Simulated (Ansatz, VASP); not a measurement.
# C in VASP and in Ansatz

```
C
1.0
     2.46635    0.00000    0.00000
     0.00000    9.53228    0.00000
     0.00000    0.00000   25.18363
C
12
Direct
  0.00000 0.13566 0.29945
  0.50000 0.16500 0.32139
  0.50000 0.23471 0.37373
  0.00000 0.26754 0.39848
  0.00000 0.33500 0.44947
  0.50000 0.36813 0.47456
  0.50000 0.43526 0.52543
  0.00000 0.46838 0.55053
  0.00000 0.53581 0.60152
  0.50000 0.56863 0.62627
  0.50000 0.63829 0.67862
  0.00000 0.66761 0.70056
```

Alike in both runs: functional PBE; k mesh 14 × 4 × 1; occupations gaussian, width 0.1 eV; no spin polarisation.

Ansatz relaxed the structure, and its values are those at the end. VASP's run is a single point on that final structure, the one shown.

|  | VASP | Ansatz |
| --- | --- | --- |
| version | VASP 6.6.1 | Ansatz 0.2.0 |
| potentials or method | VASP PAW PBE potentials, release 64 (C), cutoff 520 eV | scalar-relativistic, plane waves, PAW |
| valence electrons in the cell | 48 | 48 |

```tsv
	VASP	Ansatz	Ansatz less VASP
gap on the k mesh at the Fermi level (eV)	none	none	-
rms of the force components (eV/Å)	0.011	0.005	-0.0061
```

A gap of «none» marks a metal or a gap that the smearing closes. Ansatz's warnings: xc potential rough in thin density.
